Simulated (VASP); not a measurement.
Here is a VASP 6.6.1 calculation.

Contents of INCAR:

```
PREC     = Accurate       # precision mode
ENCUT    = 520            # plane-wave cutoff, eV
EDIFF    = 1E-7           # SCF threshold, eV
ISMEAR   = 0              # smearing method
SIGMA    = 0.05           # smearing width, eV
LREAL    = Auto         
LASPH    = True           # aspherical terms in the spheres
NELM     = 100            # most SCF steps
ALGO     = Normal         # electronic algorithm
ISIF     = 2              # what is computed and relaxed
LWAVE    = False          # write WAVECAR
LCHARG   = True           # write CHGCAR
GGA      = PE             # functional
IVDW     = 12             # dispersion correction
LELF     = True           # ELF
LVHAR    = True         
NBANDS   = 59             # bands
NELECT   = 88.0
```

Contents of KPOINTS:

```
Automatic mesh
0
Gamma
  4 4 2
```

File POSCAR:

```
Si6O11
1.0
   -2.4573906087      4.2563253884      0.0000000000
    0.0000000000      0.0000000000      5.4210324304
    7.3721718262      4.2563253883      0.0000000000
Si O
6 11
Direct
    0.7669799462      0.6666666667      0.2330200538
    0.2669799462      0.6666666667      0.7330200538
    0.9660401075      0.3333333333      0.5000000000
    0.4660401075      0.3333333333      0.0000000000
    0.2669799462      0.0000000000      0.2669799462
    0.7669799462      0.0000000000      0.7669799462
    0.2730030153      0.2203350802      0.1370425925
    0.7730030153      0.2203350802      0.6370425925
    0.0690623811      0.8870017469      0.7949771961
    0.6579346037      0.5536684135      0.0679802114
    0.1579346037      0.5536684135      0.5679802114
    0.0690623811      0.7796649198      0.2050228039
    0.5690623811      0.7796649198      0.7050228039
    0.1988775268      0.1231599800      0.3787528750
    0.6579346037      0.1129982531      0.9320197886
    0.7730030153      0.4463315865      0.3629574075
    0.2730030153      0.4463315865      0.8629574075
```

Potentials or basis: VASP PAW PBE potentials, release 64 (Si, O).

Launch:

```bash
$ cat potpaw_PBE.64/Si/POTCAR potpaw_PBE.64/O/POTCAR > POTCAR
$ mpirun -np 1 vasp_std > vasp.out
```

(1) Predict the dispersion energy per atom.

(2) Estimate the largest force.

Answers

(1) -0.142 eV.

(2) 45.450 eV/Å.

Caveat: the k points lie up to 0.37 Å⁻¹ apart; the cell carries a net charge on a neutralising background, which shifts energy and pressure; the cell differs from its parent crystal (atom 14 moved 0.125 of the way to it and -0.375 Å across, host rigid).
